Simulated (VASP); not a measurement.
Ir, 1 atom in the cell. The structure is cubic, space group Fm-3m (No. 225). Conventional cell: a = 3.831 Å, b = 3.831 Å, c = 3.831 Å, α = 90.00°, β = 90.00°, γ = 90.00°. Within 3.6 Å of Ir (site symmetry m-3m) lie 12 Ir at 2.71 Å. 

* Program: VASP 6.6.1
* Task: single point
* Functional: PBE
* Potentials or basis: VASP PAW PBE potentials, release 64 (Ir)
* Cutoff: 520 eV
* k mesh: 12 × 12 × 12
* Occupations: gaussian, width 0.017 eV
* Spin: no spin polarisation
* Dipole correction: no
* Further INCAR settings: ALGO = Normal; EDIFF = 1e-07; NBANDS = 10

Potentials or basis: VASP PAW PBE potentials, release 64 (Ir).

Run with:

```sh
$ cat potpaw_PBE.64/Ir/POTCAR > POTCAR
$ mpirun -np 1 vasp_std > vasp.out
```

Hardware: 1 thread of AMD EPYC 7R13, with other jobs on the host.

Estimate the wall time of this run.

Wall time 15 s on 1 thread of AMD EPYC 7R13, with other jobs on the host, peak memory 0.1 GiB. Counts: scf iterations 12, k points 72.
